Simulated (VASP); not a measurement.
# Cs3C (R-3m) in VASP: notebook

Cs3C is run at these levels: PBE; tasks: single point, relaxation of cell and atoms.

Everything below comes from runs of VASP 6.6.1. Logs are shortened: lines on timing, memory, paths and dates and some standing lists are left out, and cuts for length are marked.

## Step 1: The cell of the first run

Symmetry: R-3m, No. 166, trigonal system. The conventional cell has a = 8.307 Å, b = 8.307 Å, c = 10.523 Å, α = 90.00°, β = 90.00°, γ = 120.00°. Within 5.4 Å of Cs (site symmetry 2/m) lie 4 C at 4.15 to 4.25 Å and 8 Cs at 4.15 to 4.25 Å. C (site symmetry -3m) has 12 Cs at 4.15 to 4.25 Å within 5.4 Å.

The cell was generated, and may not be a known phase.

## Step 2: Single point, PBE, collinear spin

Contents of INCAR:

```
ALGO     = Normal         # electronic algorithm
EDIFF    = 1E-6           # SCF threshold, eV
ENCUT    = 520            # plane-wave cutoff, eV
GGA      = PE             # functional
ISIF     = 2              # what is computed and relaxed
ISMEAR   = 0              # smearing method
ISPIN    = 2              # spin polarisation
LASPH    = T              # aspherical terms in the spheres
LCHARG   = F              # write CHGCAR
LORBIT   = 11             # projections on sites
LREAL    = F              # projectors in reciprocal space
LWAVE    = F              # write WAVECAR
MAGMOM   = 0 0 0 1        # initial moments
NBANDS   = 28             # bands
NELM     = 150            # most SCF steps
PREC     = Accurate       # precision mode
SIGMA    = 0.1            # smearing width, eV
```

Contents of KPOINTS:

```
k-points
0
Gamma
  3 3 3
```

Contents of POSCAR:

```
Cs3C
1.0
    4.1537116949      2.3981465652      3.5076079978
   -4.1537116949      2.3981465652      3.5076079978
    0.0000000000     -4.7962931304      3.5076079978
Cs C
3 1
Direct
    0.5000000000      0.5000000000      0.0000000000
    0.0000000000      0.5000000000      0.5000000000
    0.5000000000      0.0000000000      0.5000000000
    0.0000000000      0.0000000000      0.0000000000
```

Potentials or basis: VASP PAW PBE potentials, release 64 (Cs_sv, C).

Launch:

```
cat potpaw_PBE.64/Cs_sv/POTCAR potpaw_PBE.64/C/POTCAR > POTCAR
mpirun -np 1 vasp_std > vasp.out
```

OUTCAR:

```text
EDIFF = 1E-6
   ENCUT = 520
   GGA = PE
   ISIF = 2
   ISMEAR = 0
   ISPIN = 2
   LASPH = T
   LORBIT = 11
   LREAL = F
   NELM = 150
   PREC = Accurate

 ion  position               nearest neighbor table
   1  0.500  0.500  0.000-
   2  0.000  0.500  0.500-
   3  0.500  0.000  0.500-
   4  0.000  0.000  0.000-

  LATTYP: Found a trigonal (rhomboedric) cell.
 ALAT       =     5.9420317787
 COS(alpha) =     0.0226890742

  Lattice vectors:

 A1 = (   4.1537116949,   2.3981465652,   3.5076079978)
 A2 = (  -4.1537116949,   2.3981465652,   3.5076079978)
 A3 = (   0.0000000000,  -4.7962931304,   3.5076079978)

Analysis of symmetry for initial positions (statically):
=====================================================================
 Subroutine PRICEL returns:
 Original cell was already a primitive cell.

 Routine SETGRP: Setting up the symmetry group for a
 trigonal (rhombohedral) supercell.

 Subroutine GETGRP returns: Found 12 space group operations
 (whereof 12 operations were pure point group operations)
 out of a pool of 12 trial point group operations.

The static configuration has the point symmetry D_3d.

Analysis of symmetry for dynamics (positions and initial velocities):
=====================================================================
 Subroutine PRICEL returns:
 Original cell was already a primitive cell.

 Routine SETGRP: Setting up the symmetry group for a
 trigonal (rhombohedral) supercell.

 Subroutine GETGRP returns: Found 12 space group operations
 (whereof 12 operations were pure point group operations)
 out of a pool of 12 trial point group operations.

The dynamic configuration has the point symmetry D_3d.

Analysis of structural, dynamic, and magnetic symmetry:
=====================================================================
 Subroutine PRICEL returns:
 Original cell was already a primitive cell.

 Routine SETGRP: Setting up the symmetry group for a
 trigonal (rhombohedral) supercell.

 Subroutine GETGRP returns: Found 12 space group operations
 (whereof 12 operations were pure point group operations)
 out of a pool of 12 trial point group operations.

The overall configuration has the point symmetry D_3d.

 Subroutine INISYM returns: Found 12 space group operations
 (whereof 12 operations are pure point group operations),
 and found     1 'primitive' translations

----------------------------------------------------------------------------------------

                                     Primitive cell

  volume of cell :     209.6401

  direct lattice vectors                    reciprocal lattice vectors
     4.153711695  2.398146565  3.507607998     0.120374267  0.069498115  0.095031524
    -4.153711695  2.398146565  3.507607998    -0.120374267  0.069498115  0.095031524
     0.000000000 -4.796293130  3.507607998     0.000000000 -0.138996231  0.095031524

  length of vectors
     5.942031779  5.942031779  5.942031779     0.168377382  0.168377382  0.168377382

  position of ions in fractional coordinates (direct lattice)
     0.500000000  0.500000000  0.000000000
     0.000000000  0.500000000  0.500000000
     0.500000000  0.000000000  0.500000000
     0.000000000  0.000000000  0.000000000

  ion indices of the primitive-cell ions
   primitive index   ion index
                 1           1
                 2           2
                 3           3
                 4           4

----------------------------------------------------------------------------------------

 KPOINTS: k-points

Automatic generation of k-mesh.
 Grid dimensions read from file:
 generate k-points for:    3    3    3

 Generating k-lattice:

  Cartesian coordinates                     Fractional coordinates (reciprocal lattice)
     0.040124756  0.023166038  0.031677175     0.333333333  0.000000000 -0.000000000
    -0.040124756  0.023166038  0.031677175     0.000000000  0.333333333 -0.000000000
     0.000000000 -0.046332077  0.031677175    -0.000000000 -0.000000000  0.333333333

  Length of vectors
     0.056125794  0.056125794  0.056125794

  Shift w.r.t. Gamma in fractional coordinates (k-lattice)
     0.000000000  0.000000000  0.000000000

 Subroutine IBZKPT returns following result:
 ===========================================

 Found      6 irreducible k-points:

 Following reciprocal coordinates:
            Coordinates               Weight
  0.000000  0.000000  0.000000      1.000000
  0.333333 -0.000000 -0.000000      6.000000
  0.333333  0.333333 -0.000000      6.000000
 -0.333333  0.333333  0.000000      6.000000
  0.333333  0.333333  0.333333      2.000000
 -0.333333  0.333333  0.333333      6.000000
   k-points           NKPTS =      6   k-points in BZ     NKDIM =      6   number of bands    NBANDS=     28
   number of dos      NEDOS =    301   number of ions     NIONS =      4
   total plane-waves  NPLWV = 110592
   dimension x,y,z NGX =    48 NGY =   48 NGZ =   48
   dimension x,y,z NGXF=    96 NGYF=   96 NGZF=   96
   ions per type =               3   1
   NGX,Y,Z   is equivalent  to a cutoff of  13.43, 13.43, 13.43 a.u.
   NGXF,Y,Z  is equivalent  to a cutoff of  26.86, 26.86, 26.86 a.u.
 SYSTEM =  unknown system
   PREC   = accura    normal or accurate (medium, high low for compatibility)
   ISTART =      0    job   : 0-new  1-cont  2-samecut
   ICHARG =      2    charge: 1-file 2-atom 10-const
   ISPIN  =      2    spin polarized calculation?
   LNONCOLLINEAR =      F non collinear calculations
   LSORBIT =      F    spin-orbit coupling
   LASPH  =      T    aspherical Exc in radial PAW
   ENCUT  =  520.0 eV  38.22 Ry    6.18 a.u.  11.05 11.05 11.05*2*pi/ulx,y,z
   NELM   =    150;   NELMIN=  2; NELMDL= -5     # of ELM steps
   EDIFF  = 0.1E-05   stopping-criterion for ELM
   LREAL  =      F    real-space projection
   EDIFFG = 0.1E-04   stopping-criterion for IOM
   NSW    =      0    number of steps for IOM
   IBRION =     -1    ionic relax: 0-MD 1-quasi-New 2-CG
   NFREE  =      0    steps in history (QN), initial steepest desc. (CG)
   ISIF   =      2    stress and relaxation
   ISYM   =      2    0-nonsym 1-usesym 2-fastsym
   POTIM  = 0.5000    time-step for ionic-motion
   TEBEG  =    0.0;   TEEND  =   0.0 temperature during run
   PSTRESS=    0.0 pullay stress
   NELECT =      31.0000    total number of electrons
   NUPDOWN=      -1.0000    fix difference up-down
   EMIN   =  10.00;   EMAX   =-10.00  energy-range for DOS
   EFERMI =   0.00;   METHOD = LEGACY
   ISMEAR =     0;   SIGMA  =   0.10  broadening in eV -4-tet -1-fermi 0-gaus
   EFERMI_NEDOS =   21; number of points for ismear=-14 and -15
   IALGO  =     38    algorithm
   IMIX   =      4    mixing-type and parameters
     AMIX     =   0.40;   BMIX     =  1.00
     AMIX_MAG =   1.60;   BMIX_MAG =  1.00
  volume/ion in A,a.u.               =      52.41       353.68
  Fermi-wavevector in a.u.,A,eV,Ry     =   0.865706  1.635948 10.196852  0.749447
  Thomas-Fermi vector in A             =   1.983989
   LORBIT       =     11    0 simple, 1 ext, 2 COOP (PROOUT), +10 PAW based schemes
   GGA     = PE    functional components
   LHFCALC =     F    Hartree Fock is set to
   AEXX    =    0.0000 exact exchange contribution
   IVDW    =     0    specifies the selected vdW correction
   LEPSILON=     F    determine dielectric tensor
   LRPA    =     F    only Hartree local field effects (RPA)
 spin polarized calculation
 Gauss-broadening in eV      SIGMA  =   0.10
  energy-cutoff  :      520.00
  volume of cell :      209.64
 maximum number of plane-waves:      5656
 NGX is ok and might be reduce to    48
   NGX = 23   NGY = 23   NGZ = 23

 number of electron      30.9999992 magnetization       2.0849397

 Free energy of the ion-electron system (eV)
  ---------------------------------------------------
  ext. energy  EPLUGINS =         0.00000000
  ---------------------------------------------------
  free energy    TOTEN  =        -6.12245326 eV

  energy without entropy =       -6.09870452  energy(sigma->0) =       -6.11057889

 E-fermi :   2.0655     XC(G=0):  -7.1212

 val. band max:        2.0513151902   @ k =  -0.3333   0.3333   0.0000
 cond. band min:       2.0996574113   @ k =   0.3333   0.3333  -0.0000
 fundamental gap:      0.0483422210
 Fermi energy:         2.0655357218

 spin component 1

 k-point     1 :       0.0000    0.0000    0.0000
  band No.  band energies     occupation
      1     -21.8937      1.00000
      2     -21.7261      1.00000
      3     -21.7261      1.00000
      4      -9.1609      1.00000
      5      -9.0609      1.00000
      6      -9.0609      1.00000
[... 19 lines left out ...]
     26       6.3539      0.00000
     27       7.1882      0.00000

 k-point     2 :       0.3333   -0.0000   -0.0000
  band No.  band energies     occupation
      1     -21.8586      1.00000
      2     -21.7618      1.00000
      3     -21.7257      1.00000
      4      -9.0373      1.00000
      5      -8.9525      1.00000
      6      -8.9263      1.00000
[... 109 lines left out ...]
     26       5.5389      0.00000
     27       5.7159      0.00000

 k-point     6 :      -0.3333    0.3333    0.3333
  band No.  band energies     occupation
      1     -21.8068      1.00000
      2     -21.7753      1.00000
      3     -21.7619      1.00000
      4      -9.3142      1.00000
      5      -8.9056      1.00000
      6      -8.8965      1.00000
[... 19 lines left out ...]
     26       5.5449      0.00000
     27       5.6531      0.00000
 Fermi energy:         2.0655357218

 spin component 2

 k-point     1 :       0.0000    0.0000    0.0000
  band No.  band energies     occupation
      1     -21.8911      1.00000
      2     -21.7221      1.00000
      3     -21.7221      1.00000
      4      -9.1684      1.00000
      5      -9.0671      1.00000
      6      -9.0671      1.00000
[... 19 lines left out ...]
     26       6.4111      0.00000
     27       7.4138      0.00000

 k-point     2 :       0.3333   -0.0000   -0.0000
  band No.  band energies     occupation
      1     -21.8558      1.00000
      2     -21.7582      1.00000
      3     -21.7217      1.00000
      4      -9.0427      1.00000
      5      -8.9582      1.00000
      6      -8.9213      1.00000
[... 109 lines left out ...]
     26       5.8625      0.00000
     27       5.8625      0.00000

 k-point     6 :      -0.3333    0.3333    0.3333
  band No.  band energies     occupation
      1     -21.8035      1.00000
      2     -21.7717      1.00000
      3     -21.7583      1.00000
      4      -9.3045      1.00000
      5      -8.9206      1.00000
      6      -8.9004      1.00000
[... 19 lines left out ...]
     26       5.8097      0.00000
     27       5.9887      0.00000
 [bands above 27 left out]

------------------------ aborting loop because EDIFF is reached ----------------------------------------

  FORCE on cell =-STRESS in cart. coord.  units (eV):
  Direction    XX          YY          ZZ          XY          YZ          ZX
  --------------------------------------------------------------------------------------
  -------------------------------------------------------------------------------------
  Total        0.1275453      0.1275453      0.0127798      0.0000000      0.0000000     -0.0000000
  in kB        0.9747670      0.9747670      0.0976697      0.0000000      0.0000000     -0.0000000
  external PRESSURE =       0.6824012 kB  Pullay stress =       0.0000000 kB

 VOLUME and BASIS-vectors are now :
 -----------------------------------------------------------------------------
  energy-cutoff  :      520.00
  volume of cell :      209.64
      direct lattice vectors                 reciprocal lattice vectors
     4.153711695  2.398146565  3.507607998     0.120374267  0.069498115  0.095031524
    -4.153711695  2.398146565  3.507607998    -0.120374267  0.069498115  0.095031524
     0.000000000 -4.796293130  3.507607998     0.000000000 -0.138996231  0.095031524

 POSITION                                       TOTAL-FORCE (eV/Angst)
 -----------------------------------------------------------------------------------
      0.00000      2.39815      3.50761        -0.000000     -0.000000     -0.000000
     -2.07686     -1.19907      3.50761         0.000000      0.000000      0.000000
      2.07686     -1.19907      3.50761        -0.000000     -0.000000     -0.000000
      0.00000      0.00000      0.00000        -0.000000     -0.000000     -0.000000
 -----------------------------------------------------------------------------------
    total drift:                                0.000000      0.000000     -0.000000

  FREE ENERGIE OF THE ION-ELECTRON SYSTEM (eV)
  ---------------------------------------------------
  free  energy   TOTEN  =        -6.1224532591 eV

  energy  without entropy=       -6.0987045182  energy(sigma->0) =       -6.11057889

 total charge

# of ion       s       p       d       tot
------------------------------------------
    1        1.853   4.663   0.043   6.559
    2        1.853   4.663   0.043   6.559
    3        1.853   4.663   0.043   6.559
    4        0.963   1.083   0.000   2.046
--------------------------------------------------
tot          6.521  15.073   0.130  21.724

 magnetization (x)

# of ion       s       p       d       tot
------------------------------------------
    1       -0.005   0.011   0.004   0.010
    2       -0.005   0.011   0.004   0.010
    3       -0.005   0.011   0.004   0.010
    4        0.035   0.832   0.000   0.867
--------------------------------------------------
tot          0.019   0.865   0.012   0.895
```

It took 1.9 min on 1 thread of Intel Xeon Platinum 8559C (Emerald Rapids), shared host; peak memory 0.41 GiB.

Results:

```yaml
Free_energy: -6.1225 eV
Pressure: 0.1 GPa
Net_moment: 2.08 μB per cell
Site_moments: Cs +0.01; C +0.87 μB
Valence_electrons_inside_the_program's_atomic_spheres: Cs 6.56; C 2.05
```

Stress tensor (GPa, compression positive):
```
0.10 0.00 0.00
0.00 0.10 0.00
0.00 0.00 0.01
```

Levels at points of the mesh, in eV from the Fermi level:
Spin up:
```
           k point  band 14  band 15  band 16  band 17  band 18  band 19  band 20  band 21
(0.00, 0.00, 0.00)    -1.50    -1.05    -1.05    -0.96     0.21     0.87     0.87     1.03
```
Spin down:
| k point | band 12 | band 13 | band 14 | band 15 | band 16 | band 17 |
| --- | --- | --- | --- | --- | --- | --- |
| (0.00, 0.00, 0.00) | -10.28 | -6.90 | -1.31 | 0.38 | 0.72 | 0.72 |

Caveat: spin-orbit coupling is left out, which moves the levels of the heavy elements.

## Step 3: Single point, PBE, collinear spin

This run uses another cell than the first one, of 69.39 Å³/atom.

Contents of INCAR:

```
SYSTEM = Cs3C
PREC = Accurate
ENCUT = 520
EDIFF = 1E-7
ISMEAR = 0
SIGMA = 0.1
LREAL = .False.
LASPH = .True.
NELM = 150
ALGO = Normal
ISIF = 2
LWAVE = .False.
LCHARG = .False.
ISPIN = 2
MAGMOM = 0 0 0 1
LORBIT = 11
GGA = PE
NBANDS = 28
```

Contents of KPOINTS:

```
Automatic mesh
0
Gamma
  3 3 3
  0 0 0
```

Contents of POSCAR:

```
Cs3C
1.0
    3.5140026600      2.0288103800      6.4889439000
   -3.5140026600      2.0288103800      6.4889439000
    0.0000000000     -4.0576207600      6.4889439000
Cs C
3 1
Direct
    0.5000000000      0.5000000000      0.0000000000
    0.0000000000      0.5000000000      0.5000000000
    0.5000000000      0.0000000000      0.5000000000
    0.0000000000      0.0000000000      0.0000000000
```

Potentials or basis: VASP PAW PBE potentials, release 64 (Cs_sv, C).

Launch:

```
cat potpaw_PBE.64/Cs_sv/POTCAR potpaw_PBE.64/C/POTCAR > POTCAR
mpirun -np 1 vasp_std > vasp.out
```

Wall time 4.4 min (1 thread of Intel Xeon Platinum 8559C (Emerald Rapids), shared host); peak memory 0.69 GiB.

Results (log left out):

| Quantity | Value |
| --- | --- |
| Free energy | -4.8561 eV |
| Pressure | 1.2 GPa |
| Net moment | 2.32 μB per cell |
| Site moments | Cs +0.03; C +0.88 μB |
| Valence electrons inside the program's atomic spheres | Cs 6.59; C 2.08 |

Stress tensor (GPa, compression positive):
```
 2.15  0.00  0.00
 0.00  2.15  0.00
 0.00  0.00 -0.71
```

Levels at points of the mesh, in eV from the Fermi level:
Spin up:
```tsv
k point	band 13	band 14	band 15	band 16	band 17	band 18	band 19	band 20	band 21	band 22
(0.00, 0.00, 0.00)	-9.15	-1.03	-1.00	-0.77	-0.77	-0.20	-0.11	1.23	1.23	1.52
```
Spin down:
| k point | band 12 | band 13 | band 14 | band 15 | band 16 | band 17 |
| --- | --- | --- | --- | --- | --- | --- |
| (0.00, 0.00, 0.00) | -9.89 | -6.89 | -0.96 | -0.13 | 0.00 | 1.06 |

Caveat: the k points lie up to 0.36 Å⁻¹ apart; spin-orbit coupling is left out, which moves the levels of the heavy elements.

(Continued in part 2 of 2.)
